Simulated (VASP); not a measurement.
A run of VASP 6.6.1:

The input INCAR:

```
SYSTEM = CaO
ALGO = Normal
EDIFF = 1E-7
ENCUT = 520
ISIF = 2
ISMEAR = -1
LASPH = .True.
LCHARG = .False.
LREAL = .False.
LWAVE = .False.
NBANDS = 15
NELM = 100
PREC = Accurate
SIGMA = 0.05
```

KPOINTS

```
k-points
0
Gamma
  11 11 11
  0 0 0
```

POSCAR

```
CaO
1.0
    0.0000000000      2.6218300242      2.6218300242
    2.6218300242      0.0000000000      2.6218300242
    2.6218300242      2.6218300242      0.0000000000
Ca O
1 1
Direct
    0.0000000000      0.0000000000      0.0000000000
    0.2500000000      0.2500000000      0.2500000000
```

Potentials or basis: VASP PAW LDA potentials, release 64 (Ca_sv, O).

Run with:

```console
$ cat potpaw_LDA.64/Ca_sv/POTCAR potpaw_LDA.64/O/POTCAR > POTCAR
$ mpirun -np 1 vasp_std > vasp.out
```

Hardware: 1 thread of AMD EPYC 7R43 64-Core Processor (Zen 3) (shared host).

Problem. How long does it take, and how much memory?

Solution. Run time: 31 s on 1 thread of AMD EPYC 7R43 64-Core Processor (Zen 3), on a shared host, peak memory 0.12 GiB. Counts: scf iterations 14, k points 56.
